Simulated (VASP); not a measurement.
Runs of VASP 6.6.1 on Ru. The structure is that of space group P6_3/mmc (No. 194), or close to it. The cells are those of the table. 

```csv
task,cell,k mesh,gap on the mesh (eV),pressure (GPa)
single point,"a = 2.687, b = 2.687, c = 4.258 Å, angles 90.0, 90.0, 120.0°, 2 atoms",9 × 9 × 5,none,0.0
single point,"a = 2.687, b = 2.687, c = 4.258 Å, angles 90.0, 90.0, 120.0°, 2 atoms",10 × 10 × 5,none,(a)
single point,"a = 2.673, b = 2.673, c = 4.237 Å, angles 90.0, 90.0, 120.0°, 2 atoms",10 × 10 × 5,none,5.7
single point,"a = 2.700, b = 2.700, c = 4.280 Å, angles 90.0, 90.0, 120.0°, 2 atoms",9 × 9 × 5,none,-5.1
relaxation of cell and atoms,"relaxed from a = 2.706, b = 2.706, c = 4.282 Å, angles 90.0, 90.0, 120.0°, 2 atoms",9 × 9 × 5,none,0.1
```

Alike in all rows: level PBEsol; potentials or basis VASP PAW PBE potentials, release 64 (Ru_pv); no spin polarisation; cutoff (eV) 500; smearing gaussian 0.05 eV.

Q: Fill in the values left out.

A: (a) 0.2.

Caveats: the PAW data sets were made with another functional, which shifts forces and pressure a little; the cell stands under pressure (at least some runs); the cell stands under tension (at least some runs).

A k mesh can miss the band edges, and the runs leave out spin-orbit coupling on Ru.

A gap of «none» marks levels without a gap at the run's occupations.
